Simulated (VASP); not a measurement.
# C (Cmcm) in VASP: notebook, part 2 of 2

VASP 6.6.1. Earlier steps stand in the parts before.

### 3 Single point, LDA (mode 1 (-37.7 1/cm) frozen in, largest displacement +0.100 Å)

The input, INCAR:

```
SYSTEM = C
ALGO     = Normal         ! electronic algorithm
EDIFF    = 1E-7           ! SCF threshold, eV
ENCUT    = 520            ! plane-wave cutoff, eV
GGA      = CA             ! functional
ISIF     = 2              ! what is computed and relaxed
ISMEAR   = 0              ! smearing method
LASPH    = .TRUE.         ! aspherical terms in the spheres
LCHARG   = .FALSE.        ! write CHGCAR
LREAL    = .FALSE.        ! projectors in reciprocal space
LWAVE    = .FALSE.        ! write WAVECAR
NBANDS   = 16             ! bands
NELM     = 80             ! most SCF steps
PREC     = Accurate       ! precision mode
SIGMA    = 0.03           ! smearing width, eV
```

The input, KPOINTS:

```
k-points
0
G
  16 16 6
  0 0 0
```

The input, POSCAR:

```
C
1.0
    1.2227846672      2.1166507485      0.0000000000
    1.2227846672     -2.1166507485      0.0000000000
    0.0000000000      0.0000000000     -6.7194983675
C
4
Direct
    0.1903287905      0.8096712095      0.0000000000
    0.6430843407      0.3569156593      0.5000000000
    0.8569156593      0.1430843407      1.0000000000
    0.3096712095      0.6903287905      0.5000000000
```

Potentials or basis: VASP PAW LDA potentials, release 64 (C).

Run with:

```bash
$ cat potpaw_LDA.64/C/POTCAR > POTCAR
$ mpirun -np 1 vasp_std > vasp.out
```

OUTCAR:

```text
SYSTEM = C
   EDIFF = 1E-7
   ENCUT = 520
   GGA = CA
   ISIF = 2
   ISMEAR = 0
   LASPH = .TRUE.
   LREAL = .FALSE.
   NELM = 80
   PREC = Accurate

 ion  position               nearest neighbor table
   1  0.190  0.810  0.000-   3 1.41   3 1.41   3 1.41
   2  0.643  0.357  0.500-   4 1.41   4 1.41   4 1.41
   3  0.857  0.143  0.000-   1 1.41   1 1.41   1 1.41
   4  0.310  0.690  0.500-   2 1.41   2 1.41   2 1.41

  LATTYP: Found a base centered orthorhombic cell.
 ALAT       =     2.4455693344
 B/A-ratio  =     1.7310085784
 C/A-ratio  =     2.7476212892

  Lattice vectors:

 A1 = (   1.2227846672,   2.1166507485,   0.0000000000)
 A2 = (   1.2227846672,  -2.1166507485,   0.0000000000)
 A3 = (   0.0000000000,   0.0000000000,  -6.7194983675)

Analysis of symmetry for initial positions (statically):
=====================================================================
 Subroutine PRICEL returns:
 Original cell was already a primitive cell.

 Routine SETGRP: Setting up the symmetry group for a
 base centered orthorhombic supercell.

 Subroutine GETGRP returns: Found  8 space group operations
 (whereof  4 operations were pure point group operations)
 out of a pool of  8 trial point group operations.

The static configuration has the point symmetry C_2v.
 The point group associated with its full space group is D_2h.

Analysis of symmetry for dynamics (positions and initial velocities):
=====================================================================
 Subroutine PRICEL returns:
 Original cell was already a primitive cell.

 Routine SETGRP: Setting up the symmetry group for a
 base centered orthorhombic supercell.

 Subroutine GETGRP returns: Found  8 space group operations
 (whereof  4 operations were pure point group operations)
 out of a pool of  8 trial point group operations.

The dynamic configuration has the point symmetry C_2v.
 The point group associated with its full space group is D_2h.

 Subroutine INISYM returns: Found  8 space group operations
 (whereof  4 operations are pure point group operations),
 and found     1 'primitive' translations

----------------------------------------------------------------------------------------

                                     Primitive cell

  volume of cell :      34.7829

  direct lattice vectors                    reciprocal lattice vectors
     1.222784667  2.116650749  0.000000000     0.408902739  0.236222249  0.000000000
     1.222784667 -2.116650749  0.000000000     0.408902739 -0.236222249  0.000000000
     0.000000000  0.000000000 -6.719498367     0.000000000  0.000000000 -0.148820633

  length of vectors
     2.444465736  2.444465736  6.719498367     0.472231300  0.472231300  0.148820633

  position of ions in fractional coordinates (direct lattice)
     0.190328790  0.809671210  0.000000000
     0.643084341  0.356915659  0.500000000
     0.856915659  0.143084341  0.000000000
     0.309671210  0.690328790  0.500000000

  ion indices of the primitive-cell ions
   primitive index   ion index
                 1           1
                 2           2
                 3           3
                 4           4

----------------------------------------------------------------------------------------

 KPOINTS: k-points

Automatic generation of k-mesh.
 Grid dimensions read from file:
 generate k-points for:   16   16    6

 Generating k-lattice:

  Cartesian coordinates                     Fractional coordinates (reciprocal lattice)
     0.025556421  0.014763891  0.000000000     0.062500000 -0.000000000  0.000000000
     0.025556421 -0.014763891  0.000000000    -0.000000000  0.062500000  0.000000000
     0.000000000  0.000000000 -0.024803439     0.000000000  0.000000000  0.166666667

  Length of vectors
     0.029514456  0.029514456  0.024803439

  Shift w.r.t. Gamma in fractional coordinates (k-lattice)
     0.000000000  0.000000000  0.000000000

 Subroutine IBZKPT returns following result:
 ===========================================

 Found    292 irreducible k-points:

 Following reciprocal coordinates:
            Coordinates               Weight
  0.000000  0.000000  0.000000      1.000000
  0.062500 -0.000000  0.000000      4.000000
  0.125000 -0.000000  0.000000      4.000000
  0.187500 -0.000000  0.000000      4.000000
  0.250000 -0.000000  0.000000      4.000000
  0.312500 -0.000000  0.000000      4.000000
[... 16 lines left out ...]
 -0.125000  0.062500  0.000000      4.000000
 -0.062500  0.062500  0.000000      2.000000
 [... further k-points ...]
   k-points           NKPTS =    292   k-points in BZ     NKDIM =    292   number of bands    NBANDS=     16
   number of dos      NEDOS =    301   number of ions     NIONS =      4
   total plane-waves  NPLWV =  16200
   dimension x,y,z NGX =    18 NGY =   18 NGZ =   50
   dimension x,y,z NGXF=    36 NGYF=   36 NGZF=  100
   ions per type =               4
   NGX,Y,Z   is equivalent  to a cutoff of  12.24, 12.24, 12.37 a.u.
   NGXF,Y,Z  is equivalent  to a cutoff of  24.48, 24.48, 24.74 a.u.
 SYSTEM =  C
   PREC   = accura    normal or accurate (medium, high low for compatibility)
   ISTART =      0    job   : 0-new  1-cont  2-samecut
   ICHARG =      2    charge: 1-file 2-atom 10-const
   ISPIN  =      1    spin polarized calculation?
   LNONCOLLINEAR =      F non collinear calculations
   LSORBIT =      F    spin-orbit coupling
   LASPH  =      T    aspherical Exc in radial PAW
   ENCUT  =  520.0 eV  38.22 Ry    6.18 a.u.   4.55  4.55 12.49*2*pi/ulx,y,z
   NELM   =     80;   NELMIN=  2; NELMDL= -5     # of ELM steps
   EDIFF  = 0.1E-06   stopping-criterion for ELM
   LREAL  =      F    real-space projection
   EDIFFG = 0.1E-05   stopping-criterion for IOM
   NSW    =      0    number of steps for IOM
   IBRION =     -1    ionic relax: 0-MD 1-quasi-New 2-CG
   NFREE  =      0    steps in history (QN), initial steepest desc. (CG)
   ISIF   =      2    stress and relaxation
   ISYM   =      2    0-nonsym 1-usesym 2-fastsym
   POTIM  = 0.5000    time-step for ionic-motion
   TEBEG  =    0.0;   TEEND  =   0.0 temperature during run
   PSTRESS=    0.0 pullay stress
   NELECT =      16.0000    total number of electrons
   NUPDOWN=      -1.0000    fix difference up-down
   EMIN   =  10.00;   EMAX   =-10.00  energy-range for DOS
   EFERMI =   0.00;   METHOD = LEGACY
   ISMEAR =     0;   SIGMA  =   0.03  broadening in eV -4-tet -1-fermi 0-gaus
   EFERMI_NEDOS =   21; number of points for ismear=-14 and -15
   IALGO  =     38    algorithm
   IMIX   =      4    mixing-type and parameters
     AMIX     =   0.40;   BMIX     =  1.00
     AMIX_MAG =   1.60;   BMIX_MAG =  1.00
  volume/ion in A,a.u.               =       8.70        58.68
  Fermi-wavevector in a.u.,A,eV,Ry     =   1.263745  2.388132 21.729207  1.597052
  Thomas-Fermi vector in A             =   2.397086
   LORBIT       =      0    0 simple, 1 ext, 2 COOP (PROOUT), +10 PAW based schemes
   GGA     = CA    functional components
   LHFCALC =     F    Hartree Fock is set to
   AEXX    =    0.0000 exact exchange contribution
   IVDW    =     0    specifies the selected vdW correction
   LEPSILON=     F    determine dielectric tensor
   LRPA    =     F    only Hartree local field effects (RPA)
 non-spin polarized calculation
 Gauss-broadening in eV      SIGMA  =   0.03
  energy-cutoff  :      520.00
  volume of cell :       34.78
 maximum number of plane-waves:       967
   NGX =  9   NGY =  9   NGZ = 25

 number of electron      15.9999999 magnetization

 Free energy of the ion-electron system (eV)
  ---------------------------------------------------
  ext. energy  EPLUGINS =         0.00000000
  ---------------------------------------------------
  free energy    TOTEN  =       -40.44242719 eV

  energy without entropy =      -40.44242719  energy(sigma->0) =      -40.44242719

 E-fermi :   4.5964     XC(G=0): -10.7933

 val. band max:        4.4796765267   @ k =   0.3750   0.3125   0.0000
 cond. band min:       4.7198009322   @ k =   0.3125   0.3125   0.0000
 fundamental gap:      0.2401244055
 Fermi energy:         4.5963700787

 k-point     1 :       0.0000    0.0000    0.0000
  band No.  band energies     occupation
      1     -14.9358      2.00000
      2     -14.6214      2.00000
      3      -4.0535      2.00000
      4      -2.0227      2.00000
      5       1.6804      2.00000
      6       1.7060      2.00000
[... 433 lines left out ...]
      3      -3.9377      2.00000
      4      -1.9140      2.00000
      5       1.3323      2.00000
      6       1.3514      2.00000
[... 8 lines left out ...]
     15      15.9714      0.00000
     16      16.0919      0.00000

 [... further k-points ...]
[... 5 lines left out ...]
  --------------------------------------------------------------------------------------
  -------------------------------------------------------------------------------------
  Total        0.2966486      0.2454163     -0.0117737      0.0000000      0.0000000      0.0000000
  in kB       13.6642818     11.3044102     -0.5423246      0.0000000      0.0000000      0.0000000
  external PRESSURE =       8.1421225 kB  Pullay stress =       0.0000000 kB

 VOLUME and BASIS-vectors are now :
 -----------------------------------------------------------------------------
  energy-cutoff  :      520.00
  volume of cell :       34.78
      direct lattice vectors                 reciprocal lattice vectors
     1.222784667  2.116650749  0.000000000     0.408902739  0.236222249  0.000000000
     1.222784667 -2.116650749  0.000000000     0.408902739 -0.236222249  0.000000000
     0.000000000  0.000000000 -6.719498367     0.000000000  0.000000000 -0.148820633

 POSITION                                       TOTAL-FORCE (eV/Angst)
 -----------------------------------------------------------------------------------
      1.22278     -1.31093      0.00000         0.000000     -0.018998      0.000000
      1.22278      0.60572     -3.35975         0.000000     -0.029718      0.000000
      1.22278      1.51093      0.00000         0.000000      0.029718      0.000000
      1.22278     -0.80572     -3.35975         0.000000      0.018998      0.000000
 -----------------------------------------------------------------------------------
    total drift:                                0.000000      0.000000      0.000000

  FREE ENERGIE OF THE ION-ELECTRON SYSTEM (eV)
  ---------------------------------------------------
  free  energy   TOTEN  =       -40.4424271938 eV

  energy  without entropy=      -40.4424271938  energy(sigma->0) =      -40.44242719
```

It took 55 s on 1 thread of Intel Xeon 6975P-C (Granite Rapids), shared host; peak memory 0.21 GiB.

What came out:

```yaml
Free_energy: -40.4424 eV
Pressure: 0.8 GPa
Largest_force: 0.030 eV/Å
Band_gap_on_the_k_mesh: 0.24 eV, indirect (least direct gap 0.28 eV)
```

Forces on the atoms (eV/Å):
```
C    0.000 -0.019  0.000
C    0.000 -0.030  0.000
C    0.000  0.030  0.000
C    0.000  0.019  0.000
```

Stress tensor (GPa, compression positive):
```
 1.37  0.00  0.00
 0.00  1.13  0.00
 0.00  0.00 -0.05
```

Caveat: the cell differs from its parent crystal (mode 1 (-37.7 1/cm) frozen in, largest displacement +0.100 Å). A k mesh can miss the band edges.

### 4 Single point, LDA (mode 1 (-37.7 1/cm) frozen in, largest displacement +0.250 Å)

The input, INCAR:

```
SYSTEM = C
PREC = Accurate
ENCUT = 520
EDIFF = 1E-6
ISMEAR = 0
SIGMA = 0.03
LREAL = .FALSE.
LASPH = .TRUE.
NELM = 60
ALGO = Normal
ISIF = 2
LWAVE = .FALSE.
LCHARG = .TRUE.
LELF = .TRUE.
LVHAR = .TRUE.
NBANDS = 16
```

The input, KPOINTS:

```
Automatic mesh
0
G
  16 16 6
  0 0 0
```

The input, POSCAR:

```
C
1.0
    1.2227846672      2.1166507485      0.0000000000
    1.2227846672     -2.1166507485      0.0000000000
    0.0000000000      0.0000000000     -6.7194983675
C
4
Direct
    0.2257621278      0.7742378722      0.0000000000
    0.6076510034      0.3923489966      0.5000000000
    0.8923489966      0.1076510034      1.0000000000
    0.2742378722      0.7257621278      0.5000000000
```

Run with:

```bash
$ cat potpaw_LDA.64/C/POTCAR > POTCAR
$ mpirun -np 1 vasp_std > vasp.out
```

Wall time 52 s (1 thread of Intel Xeon 6975P-C (Granite Rapids), shared host); peak memory 0.21 GiB.

It converged, with:

```
Free energy            : -40.4465 eV
Pressure               : 0.8 GPa
Largest force          : 0.026 eV/Å
Band gap on the k mesh : 0.40 eV, indirect (least direct gap 0.42 eV)
```

Forces on the atoms (eV/Å):
```
C    0.000 -0.013  0.000
C    0.000 -0.026  0.000
C    0.000  0.026  0.000
C    0.000  0.013  0.000
```

Stress tensor (GPa, compression positive):
```
 1.23  0.00  0.00
 0.00  1.35  0.00
 0.00  0.00 -0.28
```

Levels at points of the mesh, in eV from the valence-band top:
| k point | band 5 | band 6 | band 7 | band 8 | band 9 | band 10 | band 11 | band 12 |
| --- | --- | --- | --- | --- | --- | --- | --- | --- |
| (0.00, 0.00, 0.00) | -2.79 | -2.76 | -2.76 | -2.76 | 4.00 | 8.65 | 8.68 | 8.70 |
| (0.50, 0.00, 0.00) | -6.24 | -6.19 | -2.52 | -2.02 | 1.79 | 2.30 | 7.78 | 8.15 |
| (0.50, 0.50, 0.00) | -6.25 | -6.20 | -2.73 | -1.69 | 1.42 | 2.56 | 7.73 | 8.15 |
| (0.00, 0.00, 0.50) | -2.77 | -2.77 | -2.76 | -2.76 | 6.65 | 6.65 | 8.69 | 8.69 |
| (0.50, 0.00, 0.50) | -6.21 | -6.21 | -2.19 | -2.19 | 1.81 | 1.81 | 7.96 | 7.96 |
| (0.50, 0.50, 0.50) | -6.23 | -6.23 | -2.18 | -2.18 | 1.82 | 1.82 | 7.94 | 7.94 |

Caveat: the cell differs from its parent crystal (mode 1 (-37.7 1/cm) frozen in, largest displacement +0.250 Å).

### 5 Single point, LDA (mode 1 (-37.7 1/cm) frozen in, largest displacement +0.150 Å)

The input, INCAR:

```
SYSTEM = C
  ALGO = Normal
  EDIFF = 1E-6
  ENCUT = 520
  GGA = CA
  ISIF = 2
  ISMEAR = 0
  LASPH = .TRUE.
  LCHARG = .TRUE.
  LELF = .TRUE.
  LREAL = .FALSE.
  LVHAR = .TRUE.
  LWAVE = .FALSE.
  NBANDS = 16
  NELM = 80
  PREC = Accurate
  SIGMA = 0.03
```

The input, KPOINTS:

```
k-points
0
G
  16 16 6
  0 0 0
```

The input, POSCAR:

```
C
1.0
    1.2227846672      2.1166507485      0.0000000000
    1.2227846672     -2.1166507485      0.0000000000
    0.0000000000      0.0000000000     -6.7194983675
C
4
Direct
    0.2021399029      0.7978600971      0.0000000000
    0.6312732283      0.3687267717      0.5000000000
    0.8687267717      0.1312732283      1.0000000000
    0.2978600971      0.7021399029      0.5000000000
```

Potentials or basis: VASP PAW LDA potentials, release 64 (C).

Run with:

```bash
$ cat potpaw_LDA.64/C/POTCAR > POTCAR
$ mpirun -np 1 vasp_std > vasp.out
```

OUTCAR:

```text
SYSTEM = C
   EDIFF = 1E-6
   ENCUT = 520
   GGA = CA
   ISIF = 2
   ISMEAR = 0
   LASPH = .TRUE.
   LREAL = .FALSE.
   NELM = 80
   PREC = Accurate

 ion  position               nearest neighbor table
   1  0.202  0.798  0.000-   3 1.41   3 1.41   3 1.41
   2  0.631  0.369  0.500-   4 1.41   4 1.41   4 1.41
   3  0.869  0.131  0.000-   1 1.41   1 1.41   1 1.41
   4  0.298  0.702  0.500-   2 1.41   2 1.41   2 1.41

  LATTYP: Found a base centered orthorhombic cell.
[... 650 lines left out ...]
     15      15.9594      0.00000
     16      16.1035      0.00000

 [... further k-points ...]
[... 5 lines left out ...]
  --------------------------------------------------------------------------------------
  -------------------------------------------------------------------------------------
  Total        0.2902841      0.2583032     -0.0280540      0.0000000      0.0000000      0.0000000
  in kB       13.3711180     11.8980082     -1.2922264      0.0000000      0.0000000      0.0000000
  external PRESSURE =       7.9922999 kB  Pullay stress =       0.0000000 kB

 VOLUME and BASIS-vectors are now :
 -----------------------------------------------------------------------------
  energy-cutoff  :      520.00
  volume of cell :       34.78
      direct lattice vectors                 reciprocal lattice vectors
     1.222784667  2.116650749  0.000000000     0.408902739  0.236222249  0.000000000
     1.222784667 -2.116650749  0.000000000     0.408902739 -0.236222249  0.000000000
     0.000000000  0.000000000 -6.719498367     0.000000000  0.000000000 -0.148820633

 POSITION                                       TOTAL-FORCE (eV/Angst)
 -----------------------------------------------------------------------------------
      1.22278     -1.26093      0.00000         0.000000     -0.016742      0.000000
      1.22278      0.55572     -3.35975         0.000000     -0.030915      0.000000
      1.22278      1.56093      0.00000         0.000000      0.030915      0.000000
      1.22278     -0.85572     -3.35975         0.000000      0.016742      0.000000
 -----------------------------------------------------------------------------------
    total drift:                                0.000000      0.000000      0.000000

  FREE ENERGIE OF THE ION-ELECTRON SYSTEM (eV)
  ---------------------------------------------------
  free  energy   TOTEN  =       -40.4437115742 eV

  energy  without entropy=      -40.4437115742  energy(sigma->0) =      -40.44371157
```

stdout:

```text
POSCAR found type information on POSCAR C
 POSCAR found :  1 types and       4 ions
 scaLAPACK will be used
 LDA part: xc-table for (Slater(with rela. corr.)+CA(PZ))
 , standard interpolation
 POSCAR, INCAR and KPOINTS ok, starting setup
 FFT: planning ... GRIDC
 FFT: planning ... GRID_SOFT
 FFT: planning ... GRID
 WAVECAR not read
 entering main loop
```

Run time: 51 s. Hardware: 1 thread of Intel Xeon 6975P-C (Granite Rapids), shared host; peak memory 0.21 GiB.

Results:

```
Free energy            : -40.4437 eV
Pressure               : 0.8 GPa
Largest force          : 0.031 eV/Å
Band gap on the k mesh : 0.28 eV, indirect (least direct gap 0.32 eV)
```

Forces in eV/Å, atoms in the order of the input:
```
C    0.000 -0.017  0.000
C    0.000 -0.031  0.000
C    0.000  0.031  0.000
C    0.000  0.017  0.000
```

Levels at points of the mesh, in eV from the valence-band top:
```
           k point  band 4  band 5  band 6  band 7  band 8  band 9  band 10  band 11  band 12  band 13
(0.00, 0.00, 0.00)   -6.50   -2.80   -2.77   -2.76   -2.76    3.99     8.63     8.67     8.69     8.73
(0.50, 0.00, 0.00)  -13.03   -6.24   -6.20   -2.44   -2.14    1.90     2.20     7.83     8.08    11.16
(0.50, 0.50, 0.00)  -12.98   -6.26   -6.21   -2.83   -1.52    1.21     2.65     7.73     8.14    11.13
(0.00, 0.00, 0.50)   -7.62   -2.78   -2.78   -2.77   -2.77    6.64     6.64     8.68     8.68     8.68
(0.50, 0.00, 0.50)  -13.07   -6.22   -6.22   -2.19   -2.19    1.81     1.81     7.95     7.95    12.48
(0.50, 0.50, 0.50)  -13.06   -6.23   -6.23   -2.19   -2.19    1.82     1.82     7.93     7.93    12.51
```

Caveat: the cell differs from its parent crystal (mode 1 (-37.7 1/cm) frozen in, largest displacement +0.150 Å). A k mesh can miss the band edges.
